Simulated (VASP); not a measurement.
The system is HoAuF4.

```
Ho Au F
1.0
     2.90108    0.00000    0.00000
    -1.45054    2.51241    0.00000
     0.00000    0.00000   11.57484
Ho Au F
1 1 4
Cartesian
  1.4505 0.8375 5.7874
  1.4505 0.8375 0.0000
  0.0000 1.6749 7.2454
  0.0000 0.0000 10.1641
  0.0000 0.0000 1.4108
  0.0000 1.6749 4.3295
```

The cell was generated, and may not be a known phase.

```yaml
Program: VASP 6.6.1
Task: relaxation of cell and atoms
Functional: PBE
Potentials_or_basis: VASP PAW PBE potentials, release 64 (Ho_3, Au, F), 4f in core
Cutoff: 600 eV
k_mesh: 5 × 5 × 1
Occupations: gaussian, width 0.15 eV
Spin: no spin polarisation
```

At the start: pressure 26.9 GPa; volume 14.06 Å³/atom.

Problem. Where does the relaxation end?

Solution. Over 23 steps the energy falls by 600.5 meV/atom and the volume is 12.03 Å³/atom (-14.5 %); space group P-6m2 (No. 187, to 0.1 Å) before and after.

Step by step:
```
step  energy change (eV)  largest force (eV/Å)  pressure (GPa)  volume (Å³)
   1              0.0000                2.1661           26.92        84.37
   2             -1.3458                2.2757           -8.26       116.37
   3             -1.6652                1.6901           -1.34       104.03
   4             -2.2698                0.8910           -1.00       105.79
   5             -2.5455                0.3594           -1.33       107.50
   6             -2.5537                0.1630           -1.19       107.25
   7             -2.5549                0.1848           -1.23       107.30
   8             -2.5730                0.2964            0.20       104.85
   9             -2.5761                0.3679            1.12       103.37
  10             -2.5857                0.3675            1.27       102.86
  11             -2.6146                0.3698            1.19       101.36
  12             -2.6715                0.3857            1.47        98.35
  13             -2.7740                0.4471            2.48        92.38
  14             -2.8121                0.6281            8.52        80.57
  15             -2.8335                0.6032            5.66        85.13
  16             -2.8570                0.5654            5.27        84.92
  17             -2.9171                0.5292            4.14        84.27
  18             -3.0059                1.1132            2.54        82.86
  19             -3.2038                2.0778            1.07        79.64
  20             -3.5043                1.1376            4.89        71.48
  21             -3.5782                0.1481           -3.48        73.32
  22             -3.5982                0.2734           -1.17        72.75
  23             -3.6031                0.0682            0.20        72.16
```

Final structure:
```
CELL_PARAMETERS angstrom
3.72450 0.00000 0.00000
-1.86225 3.22551 0.00000
0.00000 0.00000 6.00677
ATOMIC_POSITIONS crystal
Ho 0.66667 0.33333 0.50000
Au 0.66667 0.33333 0.00000
F 0.33333 0.66667 0.67949
F 0.00000 0.00000 0.76000
F 0.00000 0.00000 0.24000
F 0.33333 0.66667 0.32051
```

Caveat: the k points lie up to 1.05 Å⁻¹ apart in the final cell, too coarse for converged energies, forces and pressures; a cell axis changed by over 15 % at a fixed basis, so the end point is rough; the relaxation stopped at a loose force limit of 0.08 eV/Å, so its end isn't a converged minimum.
